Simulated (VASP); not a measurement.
Set up this calculation in VASP 6.6.1, as the native input.

```yaml
Task: single point
Functional: r2SCAN
Potentials_or_basis: VASP PAW PBE potentials, release 64 (Cd, F)
Cutoff: 520 eV
k_mesh: 8 × 8 × 8
Occupations: gaussian, width 0.05 eV
Spin: no spin polarisation
Dipole_correction: no
Further_INCAR_settings: ALGO = Normal; EDIFF = 1e-07; NBANDS = 20
```

CdF2:

```
Cd F
1.0
     0.00000    2.69400    2.69400
     2.28990    0.00000    2.69400
     2.28990    2.69400    0.00000
Cd F
1 2
Direct
  0.00000 0.00000 0.00000
  0.25000 0.25000 0.25000
  0.75000 0.75000 0.75000
```

This cell differs from its parent crystal: strain -0.1500 x Voigt [1, 0, 0, 0, 0, 0].

The input as run:

POSCAR

```
CdF2
1.0
    0.0000000000      2.6940000000      2.6940000000
    2.2899000000      0.0000000000      2.6940000000
    2.2899000000      2.6940000000      0.0000000000
Cd F
1 2
Direct
    0.0000000000      0.0000000000      0.0000000000
    0.2500000000      0.2500000000      0.2500000000
    0.7500000000      0.7500000000      0.7500000000
```

INCAR.step1

```
ALGO     = Normal         # electronic algorithm
EDIFF    = 1E-4           # SCF threshold, eV
ENCUT    = 520            # plane-wave cutoff, eV
GGA      = PE             # functional
ISMEAR   = 0              # smearing method
LASPH    = True           # aspherical terms in the spheres
LCHARG   = False          # write CHGCAR
LREAL    = False          # projectors in reciprocal space
LWAVE    = True           # write WAVECAR
NBANDS   = 20             # bands
NELM     = 60             # most SCF steps
PREC     = Accurate       # precision mode
SIGMA    = 0.05           # smearing width, eV
```

INCAR.step2

```
ALGO     = Normal         # electronic algorithm
EDIFF    = 1E-7           # SCF threshold, eV
ENCUT    = 520            # plane-wave cutoff, eV
ISIF     = 2              # what is computed and relaxed
ISMEAR   = 0              # smearing method
ISTART   = 1            
LASPH    = True           # aspherical terms in the spheres
LCHARG   = False          # write CHGCAR
LMIXTAU  = True         
LREAL    = False          # projectors in reciprocal space
LWAVE    = False          # write WAVECAR
METAGGA  = R2SCAN         # meta-GGA
NBANDS   = 20             # bands
NELM     = 60             # most SCF steps
PREC     = Accurate       # precision mode
SIGMA    = 0.05           # smearing width, eV
```

KPOINTS

```
k-points
0
Gamma
  8 8 8
```

Potentials or basis: VASP PAW PBE potentials, release 64 (Cd, F).

Launch:

```sh
$ cat potpaw_PBE.64/Cd/POTCAR potpaw_PBE.64/F/POTCAR > POTCAR
$ cp INCAR.step1 INCAR
$ mpirun -np 1 vasp_std > vasp.out
$ cp INCAR.step2 INCAR
$ mpirun -np 1 vasp_std > vasp.out
```

It gave:

```yaml
Pressure: 29.1 GPa
Band_gap_on_the_k_mesh: 3.57 eV, indirect (least direct gap 4.16 eV)
```

Caveat: the cell differs from its parent crystal (strain -0.1500 x Voigt [1, 0, 0, 0, 0, 0]); the PAW data sets were made with another functional, which shifts forces and pressure a little.

It took 81 s on 1 thread of Intel(R) Xeon(R) 6975P-C (Granite Rapids), on a shared host, peak memory 0.18 GiB.
